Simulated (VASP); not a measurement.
# Nb (Fm-3m) in VASP: density of states with LDA

Aim: the density of states of Nb with LDA.

Everything below comes from runs of VASP 6.6.1. Logs are shortened: lines on timing, memory, paths and dates and some standing lists are left out, and cuts for length are marked.

## Step 1: The cell of the first run

Symmetry: Fm-3m, No. 225, cubic system. The conventional cell has a = 4.230 Å, b = 4.230 Å, c = 4.230 Å, α = 90.00°, β = 90.00°, γ = 90.00°. Nb (site symmetry m-3m) has 12 Nb at 2.99 Å within 3.9 Å.

## Step 2: Density of states, LDA

Input file POSCAR:

```
Nb
1.0
    0.0000000000      2.1150000000      2.1150000000
    2.1150000000      0.0000000000      2.1150000000
    2.1150000000      2.1150000000      0.0000000000
Nb
1
Direct
    0.0000000000      0.0000000000      0.0000000000
```

Input file INCAR.step1:

```
SYSTEM = Nb
PREC     = Accurate       ! precision mode
ENCUT    = 520            ! plane-wave cutoff, eV
EDIFF    = 1E-6           ! SCF threshold, eV
ISMEAR   = -1             ! smearing method
SIGMA    = 0.05           ! smearing width, eV
LREAL    = .FALSE.        ! projectors in reciprocal space
LASPH    = .TRUE.         ! aspherical terms in the spheres
NELM     = 100            ! most SCF steps
ALGO     = Normal         ! electronic algorithm
ISIF     = 2              ! what is computed and relaxed
LWAVE    = .FALSE.        ! write WAVECAR
LCHARG   = .TRUE.         ! write CHGCAR
LMAXMIX  = 4              ! l up to which the mixer works
GGA      = CA             ! functional
NBANDS   = 12             ! bands
```

Input file KPOINTS.step1:

```
Automatic mesh
0
G
  13 13 13
  0 0 0
```

Input file INCAR.step2:

```
SYSTEM = Nb
PREC     = Accurate       ! precision mode
ENCUT    = 520            ! plane-wave cutoff, eV
EDIFF    = 1E-6           ! SCF threshold, eV
ISMEAR   = -5             ! smearing method
SIGMA    = 0.05           ! smearing width, eV
LREAL    = .FALSE.        ! projectors in reciprocal space
LASPH    = .TRUE.         ! aspherical terms in the spheres
NELM     = 100            ! most SCF steps
ALGO     = Normal         ! electronic algorithm
ISIF     = 2              ! what is computed and relaxed
LWAVE    = .FALSE.        ! write WAVECAR
LCHARG   = .FALSE.        ! write CHGCAR
LMAXMIX  = 4              ! l up to which the mixer works
GGA      = CA             ! functional
LORBIT   = 11             ! projections on sites
NBANDS   = 12             ! bands
NEDOS    = 2001           ! points of the DOS
ICHARG   = 11             ! starting density
```

Input file KPOINTS.step2:

```
Automatic mesh
0
G
  20 20 20
  0 0 0
```

Potentials or basis: VASP PAW LDA potentials, release 64 (Nb_sv).

Launch:

```
> cat potpaw_LDA.64/Nb_sv/POTCAR > POTCAR
> cp INCAR.step1 INCAR
> cp KPOINTS.step1 KPOINTS
> mpirun -np 1 vasp_std > vasp.out
> cp INCAR.step2 INCAR
> cp KPOINTS.step2 KPOINTS
> mpirun -np 1 vasp_std > vasp.out
```

OUTCAR:

```text
SYSTEM = Nb
   PREC = Accurate
   ENCUT = 520
   EDIFF = 1E-6
   ISMEAR = -5
   LREAL = .FALSE.
   LASPH = .TRUE.
   NELM = 100
   ISIF = 2
   GGA = CA
   LORBIT = 11
   ICHARG = 11

 ion  position               nearest neighbor table
   1  0.000  0.000  0.000-

  LATTYP: Found a face centered cubic cell.
 ALAT       =     4.2300000000

  Lattice vectors:

 A1 = (   0.0000000000,   2.1150000000,   2.1150000000)
 A2 = (   2.1150000000,   0.0000000000,   2.1150000000)
 A3 = (   2.1150000000,   2.1150000000,   0.0000000000)

Analysis of symmetry for initial positions (statically):
=====================================================================
 Subroutine PRICEL returns:
 Original cell was already a primitive cell.

 Routine SETGRP: Setting up the symmetry group for a
 face centered cubic supercell.

 Subroutine GETGRP returns: Found 48 space group operations
 (whereof 48 operations were pure point group operations)
 out of a pool of 48 trial point group operations.

The static configuration has the point symmetry O_h .

Analysis of symmetry for dynamics (positions and initial velocities):
=====================================================================
 Subroutine PRICEL returns:
 Original cell was already a primitive cell.

 Routine SETGRP: Setting up the symmetry group for a
 face centered cubic supercell.

 Subroutine GETGRP returns: Found 48 space group operations
 (whereof 48 operations were pure point group operations)
 out of a pool of 48 trial point group operations.

The dynamic configuration has the point symmetry O_h .

 Subroutine INISYM returns: Found 48 space group operations
 (whereof 48 operations are pure point group operations),
 and found     1 'primitive' translations

----------------------------------------------------------------------------------------

                                     Primitive cell

  volume of cell :      18.9217

  direct lattice vectors                    reciprocal lattice vectors
     0.000000000  2.115000000  2.115000000    -0.236406619  0.236406619  0.236406619
     2.115000000  0.000000000  2.115000000     0.236406619 -0.236406619  0.236406619
     2.115000000  2.115000000  0.000000000     0.236406619  0.236406619 -0.236406619

  length of vectors
     2.991061684  2.991061684  2.991061684     0.409468276  0.409468276  0.409468276

  position of ions in fractional coordinates (direct lattice)
     0.000000000  0.000000000  0.000000000

  ion indices of the primitive-cell ions
   primitive index   ion index
                 1           1

----------------------------------------------------------------------------------------

 KPOINTS: Automatic mesh

Automatic generation of k-mesh.
 Grid dimensions read from file:
 generate k-points for:   20   20   20

 Generating k-lattice:

  Cartesian coordinates                     Fractional coordinates (reciprocal lattice)
    -0.011820331  0.011820331  0.011820331     0.050000000  0.000000000  0.000000000
     0.011820331 -0.011820331  0.011820331     0.000000000  0.050000000  0.000000000
     0.011820331  0.011820331 -0.011820331     0.000000000  0.000000000  0.050000000

  Length of vectors
     0.020473414  0.020473414  0.020473414

  Shift w.r.t. Gamma in fractional coordinates (k-lattice)
     0.000000000  0.000000000  0.000000000

 TETIRR: Found   1093 inequivalent tetrahedra from    48000

 Subroutine IBZKPT returns following result:
 ===========================================

 Found    256 irreducible k-points:

 Following reciprocal coordinates:
            Coordinates               Weight
  0.000000  0.000000  0.000000      1.000000
  0.050000  0.000000  0.000000      8.000000
  0.100000  0.000000  0.000000      8.000000
  0.150000  0.000000  0.000000      8.000000
  0.200000  0.000000  0.000000      8.000000
  0.250000  0.000000  0.000000      8.000000
[... 16 lines left out ...]
 -0.400000  0.050000  0.000000     24.000000
 -0.350000  0.050000  0.000000     24.000000
 [... further k-points ...]
   k-points           NKPTS =    256   k-points in BZ     NKDIM =    256   number of bands    NBANDS=     12
   number of dos      NEDOS =   2001   number of ions     NIONS =      1
   total plane-waves  NPLWV =  13824
   dimension x,y,z NGX =    24 NGY =   24 NGZ =   24
   dimension x,y,z NGXF=    48 NGYF=   48 NGZF=   48
   ions per type =               1
   NGX,Y,Z   is equivalent  to a cutoff of  13.34, 13.34, 13.34 a.u.
   NGXF,Y,Z  is equivalent  to a cutoff of  26.68, 26.68, 26.68 a.u.
 SYSTEM =  Nb
   PREC   = accura    normal or accurate (medium, high low for compatibility)
   ISTART =      0    job   : 0-new  1-cont  2-samecut
   ICHARG =     11    charge: 1-file 2-atom 10-const
   ISPIN  =      1    spin polarized calculation?
   LNONCOLLINEAR =      F non collinear calculations
   LSORBIT =      F    spin-orbit coupling
   LASPH  =      T    aspherical Exc in radial PAW
   ENCUT  =  520.0 eV  38.22 Ry    6.18 a.u.   5.56  5.56  5.56*2*pi/ulx,y,z
   NELM   =    100;   NELMIN=  2; NELMDL=  0     # of ELM steps
   EDIFF  = 0.1E-05   stopping-criterion for ELM
   LREAL  =      F    real-space projection
   EDIFFG = 0.1E-04   stopping-criterion for IOM
   NSW    =      0    number of steps for IOM
   IBRION =     -1    ionic relax: 0-MD 1-quasi-New 2-CG
   NFREE  =      0    steps in history (QN), initial steepest desc. (CG)
   ISIF   =      2    stress and relaxation
   ISYM   =      2    0-nonsym 1-usesym 2-fastsym
   POTIM  = 0.5000    time-step for ionic-motion
   TEBEG  =    0.0;   TEEND  =   0.0 temperature during run
   PSTRESS=    0.0 pullay stress
   NELECT =      13.0000    total number of electrons
   NUPDOWN=      -1.0000    fix difference up-down
   EMIN   =  10.00;   EMAX   =-10.00  energy-range for DOS
   EFERMI =   0.00;   METHOD = LEGACY
   ISMEAR =    -5;   SIGMA  =   0.05  broadening in eV -4-tet -1-fermi 0-gaus
   EFERMI_NEDOS =   21; number of points for ismear=-14 and -15
   IALGO  =     38    algorithm
   IMIX   =      4    mixing-type and parameters
     AMIX     =   0.40;   BMIX     =  1.00
     AMIX_MAG =   1.60;   BMIX_MAG =  1.00
  volume/ion in A,a.u.               =      18.92       127.69
  Fermi-wavevector in a.u.,A,eV,Ry     =   1.444560  2.729823 28.392005  2.086754
  Thomas-Fermi vector in A             =   2.562841
   LORBIT       =     11    0 simple, 1 ext, 2 COOP (PROOUT), +10 PAW based schemes
   GGA     = CA    functional components
   LHFCALC =     F    Hartree Fock is set to
   AEXX    =    0.0000 exact exchange contribution
   IVDW    =     0    specifies the selected vdW correction
   LEPSILON=     F    determine dielectric tensor
   LRPA    =     F    only Hartree local field effects (RPA)
 non-spin polarized calculation
 Fermi weights with tetrahedron method with Bloechl corrections
  energy-cutoff  :      520.00
  volume of cell :       18.92
 maximum number of plane-waves:       532
 NGX is ok and might be reduce to    24

 number of electron      13.0000001 magnetization

 Free energy of the ion-electron system (eV)
  ---------------------------------------------------
  ext. energy  EPLUGINS =         0.00000000
  ---------------------------------------------------
  free energy    TOTEN  =       -10.84907905 eV

  energy without entropy =      -10.84907905  energy(sigma->0) =      -10.84907905

 E-fermi :  10.6494     XC(G=0): -12.4668

 val. band max:       10.6769573496   @ k =  -0.4000   0.3000   0.0000
 cond. band min:      10.6252101854   @ k =  -0.4500   0.0500   0.0000
 fundamental gap:     -0.0517471641
 Fermi energy:        10.6493562710

 k-point     1 :       0.0000    0.0000    0.0000
  band No.  band energies     occupation
      1     -43.8401      2.00000
      2     -19.3972      2.00000
      3     -19.3972      2.00000
      4     -19.3972      2.00000
      5       4.4758      2.00000
      6      10.7420     -0.44073
      7      10.7420      0.00000
      8      10.7420      0.00000
      9      13.2838      0.00000
     10      13.2838      0.00000
     11      22.5243      0.00000
     12      27.1931      0.00000

 k-point     2 :       0.0500    0.0000    0.0000
  band No.  band energies     occupation
      1     -43.8355      2.00000
      2     -19.4279      2.00000
      3     -19.4010      2.00000
      4     -19.4010      2.00000
      5       4.5690      2.00000
      6      10.6696      1.26081
      7      10.7854      0.00000
      8      10.7854      0.00000
      9      13.2449      0.00000
     10      13.2449      0.00000
     11      22.7121      0.00000
     12      26.7843      0.00000

 k-point     3 :       0.1000    0.0000    0.0000
  band No.  band energies     occupation
      1     -43.8221      2.00000
      2     -19.5166      2.00000
      3     -19.4120      2.00000
      4     -19.4120      2.00000
      5       4.8393      2.00000
      6      10.4780      2.00256
      7      10.9021      0.00000
      8      10.9021      0.00000
      9      13.1514      0.00000
     10      13.1514      0.00000
     11      23.2321      0.00000
     12      25.9140      0.00000

 k-point     4 :       0.1500    0.0000    0.0000
  band No.  band energies     occupation
      1     -43.8012      2.00000
      2     -19.6527      2.00000
      3     -19.4292      2.00000
      4     -19.4292      2.00000
      5       5.2570      2.00000
      6      10.2337      2.00000
      7      11.0458      0.00000
      8      11.0458      0.00000
      9      13.0729      0.00000
     10      13.0729      0.00000
     11      23.8759      0.00000
     12      25.0918      0.00000

 k-point     5 :       0.2000    0.0000    0.0000
  band No.  band energies     occupation
      1     -43.7747      2.00000
      2     -19.8212      2.00000
      3     -19.4506      2.00000
      4     -19.4506      2.00000
      5       5.7641      2.00000
      6      10.0284      2.00000
      7      11.1340      0.00000
      8      11.1340      0.00000
      9      13.1166      0.00000
     10      13.1166      0.00000
     11      23.6878      0.00000
     12      25.2423      0.00000
[... 228 lines left out ...]
      1     -43.6468      2.00000
      2     -20.5611      2.00000
      3     -19.5687      2.00000
      4     -19.5567      2.00000
      5       6.9285      2.00000
      6      10.4239      2.00000
      7      10.6265      1.07333
      8      11.8935      0.00000
      9      15.2628      0.00000
     10      15.4208      0.00000
     11      20.9188      0.00000
     12      22.4770      0.00000

 k-point    22 :      -0.4500    0.0500    0.0000
  band No.  band energies     occupation
      1     -43.6484      2.00000
      2     -20.5521      2.00000
      3     -19.5728      2.00000
      4     -19.5502      2.00000
      5       6.9322      2.00000
      6      10.4480      2.00000
      7      10.6252      0.94991
      8      11.8271      0.00000
      9      15.0879      0.00000
     10      15.4958      0.00000
     11      20.9739      0.00000
     12      22.5644      0.00000

 k-point    23 :      -0.4000    0.0500    0.0000
  band No.  band energies     occupation
      1     -43.6593      2.00000
      2     -20.4910      2.00000
      3     -19.5690      2.00000
      4     -19.5368      2.00000
      5       6.9444      2.00000
      6      10.5367      2.03379
      7      10.6886      0.02269
      8      11.3883      0.00000
      9      14.6920      0.00000
     10      15.2916      0.00000
     11      21.2791      0.00000
     12      23.1659      0.00000

 k-point    24 :      -0.3500    0.0500    0.0000
  band No.  band energies     occupation
      1     -43.6782      2.00000
      2     -20.3828      2.00000
      3     -19.5576      2.00000
      4     -19.5178      2.00000
      5       6.9259      2.00000
      6      10.6606      1.80611
      7      10.7949     -0.07407
      8      10.8098      0.00000
      9      14.1666      0.00000
     10      14.8861      0.00000
     11      21.7088      0.00000
     12      24.1730      0.00000

 [... further k-points ...]
[... 5 lines left out ...]
  --------------------------------------------------------------------------------------
  -------------------------------------------------------------------------------------
  Total       -1.2191284     -1.2191284     -1.2191284      0.0000000     -0.0000000      0.0000000
  in kB     -103.2283302   -103.2283302   -103.2283302      0.0000000     -0.0000000      0.0000000
  external PRESSURE =    -103.2283302 kB  Pullay stress =       0.0000000 kB

 VOLUME and BASIS-vectors are now :
 -----------------------------------------------------------------------------
  energy-cutoff  :      520.00
  volume of cell :       18.92
      direct lattice vectors                 reciprocal lattice vectors
     0.000000000  2.115000000  2.115000000    -0.236406619  0.236406619  0.236406619
     2.115000000  0.000000000  2.115000000     0.236406619 -0.236406619  0.236406619
     2.115000000  2.115000000  0.000000000     0.236406619  0.236406619 -0.236406619

 POSITION                                       TOTAL-FORCE (eV/Angst)
 -----------------------------------------------------------------------------------
      0.00000      0.00000      0.00000         0.000000      0.000000      0.000000
 -----------------------------------------------------------------------------------
    total drift:                               -0.000000      0.000000     -0.000000

  FREE ENERGIE OF THE ION-ELECTRON SYSTEM (eV)
  ---------------------------------------------------
  free  energy   TOTEN  =       -10.8490790538 eV

  energy  without entropy=      -10.8490790538  energy(sigma->0) =      -10.84907905

 total charge

# of ion       s       p       d       tot
------------------------------------------
    1        2.226   6.000   2.429  10.655
```

Wall time 42 s (1 thread of Intel Xeon 6975P-C, shared host); peak memory 0.17 GiB.

What came out:

```
Valence electrons inside the program's atomic spheres : Nb 10.65
```

Levels at points of the mesh, in eV from the Fermi level:
```tsv
k point	band 4	band 5	band 6	band 7	band 8	band 9
(0.00, 0.00, 0.00)	-30.05	-6.17	0.09	0.09	0.09	2.63
(0.50, 0.00, 0.00)	-30.20	-3.80	-0.10	-0.10	1.42	4.61
(0.50, 0.50, 0.00)	-30.46	-4.01	-3.28	3.59	4.57	5.18
```

Caveat: tetrahedron occupations give inexact forces and stress in metals.
